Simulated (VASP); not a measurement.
Set up this calculation in VASP 6.6.1, as the native input.

```
Task                   : single point
Functional             : LDA
Potentials or basis    : VASP PAW LDA potentials, release 64 (B, P)
Cutoff                 : 520 eV
k mesh                 : 8 × 8 × 8
Occupations            : gaussian, width 0.01 eV
Spin                   : no spin polarisation
Dipole correction      : no
Further INCAR settings : ALGO = Normal; EDIFF = 1e-07; NBANDS = 11
```

The structure of BP lies in POSCAR:

```
BP
1.0
    2.2176630265      2.2176630265      0.0000000000
   -2.2176630265      2.2176630265      0.0000000000
    0.0000000000      2.2176630265      2.2176630265
B P
1 1
Direct
    0.0000000000      0.0000000000      0.0000000000
    0.7500000000      0.2500000000      0.5000000000
```

The input as run:

INCAR

```
  PREC = Accurate
  ENCUT = 520
  EDIFF = 1E-7
  ISMEAR = 0
  SIGMA = 0.01
  LREAL = F
  LASPH = T
  NELM = 60
  ALGO = Normal
  ISIF = 2
  LWAVE = F
  LCHARG = T
  LELF = T
  LVHAR = T
  NBANDS = 11
```

KPOINTS

```
regular mesh
0
Gamma
  8 8 8
```

Potentials or basis: VASP PAW LDA potentials, release 64 (B, P).

The run is started by

```sh
$ cat potpaw_LDA.64/B/POTCAR potpaw_LDA.64/P/POTCAR > POTCAR
$ mpirun -np 1 vasp_std > vasp.out
```

It gave:

```
Pressure               : 6.9 GPa
Band gap on the k mesh : 1.15 eV, indirect (least direct gap 3.49 eV)
```

Run time: 4.2 s on 1 thread of Intel(R) Xeon(R) Platinum 8259CL CPU @ 2.50GHz (Skylake/Cascade Lake), on a shared host, peak memory 0.12 GiB.
